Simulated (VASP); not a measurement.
# AlSn (P-6m2) in VASP: single point with PBEsol

Aim: the single point of AlSn with PBEsol.

All numbers are computed with VASP 6.6.1; they aren't measurements. Logs are shortened: lines on timing, memory, paths and dates and some standing lists are left out, and cuts for length are marked.

### Step 1. The cell of the first run

Symmetry: P-6m2, No. 187, hexagonal system. The conventional cell has a = 4.071 Å, b = 4.071 Å, c = 3.306 Å, α = 90.00°, β = 90.00°, γ = 120.00°. Within 3.8 Å of Al (site symmetry -6m2) lie 6 Sn at 2.87 Å and 2 Al at 3.31 Å. Sn (site symmetry -6m2) has 6 Al at 2.87 Å and 2 Sn at 3.31 Å within 3.8 Å.

### Step 2. Single point, PBEsol (strained)

The input, INCAR:

```
SYSTEM = AlSn
PREC     = Accurate       ! precision mode
ENCUT    = 520            ! plane-wave cutoff, eV
EDIFF    = 1E-6           ! SCF threshold, eV
ISMEAR   = 0              ! smearing method
SIGMA    = 0.1            ! smearing width, eV
LREAL    = .False.        ! projectors in reciprocal space
LASPH    = .True.         ! aspherical terms in the spheres
NELM     = 60             ! most SCF steps
ALGO     = Fast           ! electronic algorithm
ISIF     = 2              ! what is computed and relaxed
LWAVE    = .False.        ! write WAVECAR
LCHARG   = .False.        ! write CHGCAR
GGA      = PS             ! functional
NBANDS   = 16             ! bands
```

The input, KPOINTS:

```
Automatic mesh
0
Gamma
  12 12 12
  0 0 0
```

The input, POSCAR:

```
AlSn
1.0
    4.0705671671      0.0000000000      0.0000000000
   -2.0352835835      3.5252145745      0.0000000000
    0.0000000000      0.0000000000      3.3055903981
Al Sn
1 1
Direct
    0.0000000000      0.0000000000      0.0000000000
    0.3333333300      0.6666666700      0.5000000000
```

Potentials or basis: VASP PAW PBE potentials, release 64 (Al, Sn_d).

Started as:

```bash
$ cat potpaw_PBE.64/Al/POTCAR potpaw_PBE.64/Sn_d/POTCAR > POTCAR
$ mpirun -np 1 vasp_std > vasp.out
```

OUTCAR:

```text
SYSTEM = AlSn
   PREC = Accurate
   ENCUT = 520
   EDIFF = 1E-6
   ISMEAR = 0
   LREAL = .False.
   LASPH = .True.
   NELM = 60
   ISIF = 2
   GGA = PS

 ion  position               nearest neighbor table
   1  0.000  0.000  0.000-   2 2.87   2 2.87   2 2.87   2 2.87   2 2.87   2 2.87
   2  0.333  0.667  0.500-   1 2.87   1 2.87   1 2.87   1 2.87   1 2.87   1 2.87

  LATTYP: Found a hexagonal cell.
 ALAT       =     4.0705671671
 C/A-ratio  =     0.8120712084

  Lattice vectors:

 A1 = (   4.0705671671,   0.0000000000,   0.0000000000)
 A2 = (  -2.0352835835,   3.5252145745,   0.0000000000)
 A3 = (   0.0000000000,   0.0000000000,   3.3055903981)

Analysis of symmetry for initial positions (statically):
=====================================================================
 Subroutine PRICEL returns:
 Original cell was already a primitive cell.

 Routine SETGRP: Setting up the symmetry group for a
 hexagonal supercell.

 Subroutine GETGRP returns: Found 12 space group operations
 (whereof 12 operations were pure point group operations)
 out of a pool of 24 trial point group operations.

The static configuration has the point symmetry D_3h.

Analysis of symmetry for dynamics (positions and initial velocities):
=====================================================================
 Subroutine PRICEL returns:
 Original cell was already a primitive cell.

 Routine SETGRP: Setting up the symmetry group for a
 hexagonal supercell.

 Subroutine GETGRP returns: Found 12 space group operations
 (whereof 12 operations were pure point group operations)
 out of a pool of 24 trial point group operations.

The dynamic configuration has the point symmetry D_3h.

 Subroutine INISYM returns: Found 12 space group operations
 (whereof 12 operations are pure point group operations),
 and found     1 'primitive' translations

----------------------------------------------------------------------------------------

                                     Primitive cell

  volume of cell :      47.4340

  direct lattice vectors                    reciprocal lattice vectors
     4.070567167  0.000000000  0.000000000     0.245666011  0.141835338  0.000000000
    -2.035283584  3.525214575  0.000000000     0.000000000  0.283670676  0.000000000
     0.000000000  0.000000000  3.305590398     0.000000000  0.000000000  0.302517820

  length of vectors
     4.070567167  4.070567167  3.305590398     0.283670676  0.283670676  0.302517820

  position of ions in fractional coordinates (direct lattice)
     0.000000000  0.000000000  0.000000000
     0.333333330  0.666666670  0.500000000

  ion indices of the primitive-cell ions
   primitive index   ion index
                 1           1
                 2           2

----------------------------------------------------------------------------------------

 KPOINTS: Automatic mesh

Automatic generation of k-mesh.
 Grid dimensions read from file:
 generate k-points for:   12   12   12

 Generating k-lattice:

  Cartesian coordinates                     Fractional coordinates (reciprocal lattice)
     0.020472168  0.011819611  0.000000000     0.083333333  0.000000000  0.000000000
     0.000000000  0.023639223  0.000000000     0.000000000  0.083333333  0.000000000
     0.000000000  0.000000000  0.025209818     0.000000000  0.000000000  0.083333333

  Length of vectors
     0.023639223  0.023639223  0.025209818

  Shift w.r.t. Gamma in fractional coordinates (k-lattice)
     0.000000000  0.000000000  0.000000000

 Subroutine IBZKPT returns following result:
 ===========================================

 Found    133 irreducible k-points:

 Following reciprocal coordinates:
            Coordinates               Weight
  0.000000  0.000000  0.000000      1.000000
  0.083333 -0.000000  0.000000      6.000000
  0.166667 -0.000000  0.000000      6.000000
  0.250000 -0.000000  0.000000      6.000000
  0.333333 -0.000000  0.000000      6.000000
  0.416667 -0.000000  0.000000      6.000000
[... 16 lines left out ...]
  0.250000 -0.000000  0.083333     12.000000
  0.333333 -0.000000  0.083333     12.000000
 [... further k-points ...]
   k-points           NKPTS =    133   k-points in BZ     NKDIM =    133   number of bands    NBANDS=     16
   number of dos      NEDOS =    301   number of ions     NIONS =      2
   total plane-waves  NPLWV =  25200
   dimension x,y,z NGX =    30 NGY =   30 NGZ =   28
   dimension x,y,z NGXF=    60 NGYF=   60 NGZF=   56
   ions per type =               1   1
   NGX,Y,Z   is equivalent  to a cutoff of  12.25, 12.25, 14.08 a.u.
   NGXF,Y,Z  is equivalent  to a cutoff of  24.50, 24.50, 28.16 a.u.
 SYSTEM =  AlSn
   PREC   = accura    normal or accurate (medium, high low for compatibility)
   ISTART =      0    job   : 0-new  1-cont  2-samecut
   ICHARG =      2    charge: 1-file 2-atom 10-const
   ISPIN  =      1    spin polarized calculation?
   LNONCOLLINEAR =      F non collinear calculations
   LSORBIT =      F    spin-orbit coupling
   LASPH  =      T    aspherical Exc in radial PAW
   ENCUT  =  520.0 eV  38.22 Ry    6.18 a.u.   7.57  7.57  6.15*2*pi/ulx,y,z
   NELM   =     60;   NELMIN=  2; NELMDL= -5     # of ELM steps
   EDIFF  = 0.1E-05   stopping-criterion for ELM
   LREAL  =      F    real-space projection
   EDIFFG = 0.1E-04   stopping-criterion for IOM
   NSW    =      0    number of steps for IOM
   IBRION =     -1    ionic relax: 0-MD 1-quasi-New 2-CG
   NFREE  =      0    steps in history (QN), initial steepest desc. (CG)
   ISIF   =      2    stress and relaxation
   ISYM   =      2    0-nonsym 1-usesym 2-fastsym
   POTIM  = 0.5000    time-step for ionic-motion
   TEBEG  =    0.0;   TEEND  =   0.0 temperature during run
   PSTRESS=    0.0 pullay stress
   NELECT =      17.0000    total number of electrons
   NUPDOWN=      -1.0000    fix difference up-down
   EMIN   =  10.00;   EMAX   =-10.00  energy-range for DOS
   EFERMI =   0.00;   METHOD = LEGACY
   ISMEAR =     0;   SIGMA  =   0.10  broadening in eV -4-tet -1-fermi 0-gaus
   EFERMI_NEDOS =   21; number of points for ismear=-14 and -15
   IALGO  =     68    algorithm
   IMIX   =      4    mixing-type and parameters
     AMIX     =   0.40;   BMIX     =  1.00
     AMIX_MAG =   1.60;   BMIX_MAG =  1.00
  volume/ion in A,a.u.               =      23.72       160.05
  Fermi-wavevector in a.u.,A,eV,Ry     =   1.162861  2.197489 18.398433  1.352247
  Thomas-Fermi vector in A             =   2.299418
   LORBIT       =      0    0 simple, 1 ext, 2 COOP (PROOUT), +10 PAW based schemes
   GGA     = PS    functional components
   LHFCALC =     F    Hartree Fock is set to
   AEXX    =    0.0000 exact exchange contribution
   IVDW    =     0    specifies the selected vdW correction
   LEPSILON=     F    determine dielectric tensor
   LRPA    =     F    only Hartree local field effects (RPA)
 non-spin polarized calculation
 RMM-DIIS sequential band-by-band and
 Gauss-broadening in eV      SIGMA  =   0.10
  energy-cutoff  :      520.00
  volume of cell :       47.43
 maximum number of plane-waves:      1292
   NGX = 15   NGY = 15   NGZ = 13

 number of electron      17.0000003 magnetization

 Free energy of the ion-electron system (eV)
  ---------------------------------------------------
  ext. energy  EPLUGINS =         0.00000000
  ---------------------------------------------------
  free energy    TOTEN  =        -7.95220016 eV

  energy without entropy =       -7.94680946  energy(sigma->0) =       -7.94950481

 E-fermi :   6.8634     XC(G=0):  -9.9549

 val. band max:        6.8478053262   @ k =   0.1667   0.1667   0.5000
 cond. band min:       6.8701883101   @ k =   0.0833  -0.0000   0.2500
 fundamental gap:      0.0223829839
 Fermi energy:         6.8634377070

 k-point     1 :       0.0000    0.0000    0.0000
  band No.  band energies     occupation
      1     -14.3489      2.00000
      2     -14.2320      2.00000
      3     -14.2320      2.00000
      4     -14.2181      2.00000
      5     -14.2181      2.00000
      6      -3.8875      2.00000
[... 8 lines left out ...]
     15      19.0215      0.00000
     16      19.8252      0.00000

 k-point     2 :       0.0833   -0.0000    0.0000
  band No.  band energies     occupation
      1     -14.3481      2.00000
      2     -14.2323      2.00000
      3     -14.2302      2.00000
      4     -14.2187      2.00000
      5     -14.2183      2.00000
      6      -3.8091      2.00000
[... 8 lines left out ...]
     15      18.1398      0.00000
     16      19.7523      0.00000

 k-point     3 :       0.1667   -0.0000    0.0000
  band No.  band energies     occupation
      1     -14.3460      2.00000
      2     -14.2329      2.00000
      3     -14.2250      2.00000
      4     -14.2205      2.00000
      5     -14.2187      2.00000
      6      -3.5757      2.00000
[... 8 lines left out ...]
     15      16.9301      0.00000
     16      19.2324      0.00000

 k-point     4 :       0.2500   -0.0000    0.0000
  band No.  band energies     occupation
      1     -14.3431      2.00000
      2     -14.2338      2.00000
      3     -14.2229      2.00000
      4     -14.2194      2.00000
      5     -14.2181      2.00000
      6      -3.1956      2.00000
[... 8 lines left out ...]
     15      16.6463      0.00000
     16      18.5059      0.00000
[... 324 lines left out ...]
 k-point    22 :       0.1667   -0.0000    0.0833
  band No.  band energies     occupation
      1     -14.3337      2.00000
      2     -14.2324      2.00000
      3     -14.2251      2.00000
      4     -14.2248      2.00000
      5     -14.2230      2.00000
      6      -3.4782      2.00000
[... 8 lines left out ...]
     15      16.1768      0.00000
     16      17.9225      0.00000

 k-point    23 :       0.2500   -0.0000    0.0833
  band No.  band energies     occupation
      1     -14.3308      2.00000
      2     -14.2333      2.00000
      3     -14.2276      2.00000
      4     -14.2241      2.00000
      5     -14.2175      2.00000
      6      -3.0983      2.00000
[... 8 lines left out ...]
     15      17.1752      0.00000
     16      17.5521      0.00000

 k-point    24 :       0.3333   -0.0000    0.0833
  band No.  band energies     occupation
      1     -14.3281      2.00000
      2     -14.2341      2.00000
      3     -14.2300      2.00000
      4     -14.2247      2.00000
      5     -14.2105      2.00000
      6      -2.5957      2.00000
[... 8 lines left out ...]
     15      17.2829      0.00000
     16      17.5982      0.00000

 [... further k-points ...]

------------------------ aborting loop because EDIFF is reached ----------------------------------------

  FORCE on cell =-STRESS in cart. coord.  units (eV):
  Direction    XX          YY          ZZ          XY          YZ          ZX
  --------------------------------------------------------------------------------------
  -------------------------------------------------------------------------------------
  Total        0.5008252      0.5008252     -0.0324421      0.0000000     -0.0000000      0.0000000
  in kB       16.9163738     16.9163738     -1.0957972      0.0000000     -0.0000000      0.0000000
  external PRESSURE =      10.9123168 kB  Pullay stress =       0.0000000 kB

 VOLUME and BASIS-vectors are now :
 -----------------------------------------------------------------------------
  energy-cutoff  :      520.00
  volume of cell :       47.43
      direct lattice vectors                 reciprocal lattice vectors
     4.070567167  0.000000000  0.000000000     0.245666011  0.141835338  0.000000000
    -2.035283584  3.525214575  0.000000000     0.000000000  0.283670676  0.000000000
     0.000000000  0.000000000  3.305590398     0.000000000  0.000000000  0.302517820

 POSITION                                       TOTAL-FORCE (eV/Angst)
 -----------------------------------------------------------------------------------
      0.00000      0.00000      0.00000        -0.000000      0.000000      0.000000
     -0.00000      2.35014      1.65280         0.000000     -0.000000      0.000000
 -----------------------------------------------------------------------------------
    total drift:                                0.000012     -0.000007     -0.000000

  FREE ENERGIE OF THE ION-ELECTRON SYSTEM (eV)
  ---------------------------------------------------
  free  energy   TOTEN  =        -7.9522001576 eV

  energy  without entropy=       -7.9468094635  energy(sigma->0) =       -7.94950481
```

It took 84 s on 1 thread of Intel Xeon Platinum 8259CL at 2.50GHz (Skylake/Cascade Lake), shared host; peak memory 0.23 GiB.

Results:

```yaml
Free_energy: -7.9522 eV
Pressure: 1.1 GPa
```

Levels at points of the mesh, in eV from the Fermi level:
```tsv
k point	band 5	band 6	band 7	band 8	band 9	band 10	band 11	band 12
(0.00, 0.00, 0.00)	-21.08	-10.75	0.08	0.08	1.47	2.29	3.46	3.46
(0.50, 0.00, 0.00)	-21.07	-8.71	-6.44	-1.70	0.83	4.29	6.47	7.09
(0.00, 0.00, 0.50)	-21.03	-7.72	-6.50	3.04	3.04	3.93	3.93	4.46
(0.50, 0.00, 0.50)	-21.01	-5.79	-4.34	-3.34	-2.33	1.31	2.60	3.85
```

Caveat: the cell differs from its parent crystal (strained); the PAW data sets were made with another functional, which shifts forces and pressure a little; spin-orbit coupling is left out, which moves the levels of the heavy elements.
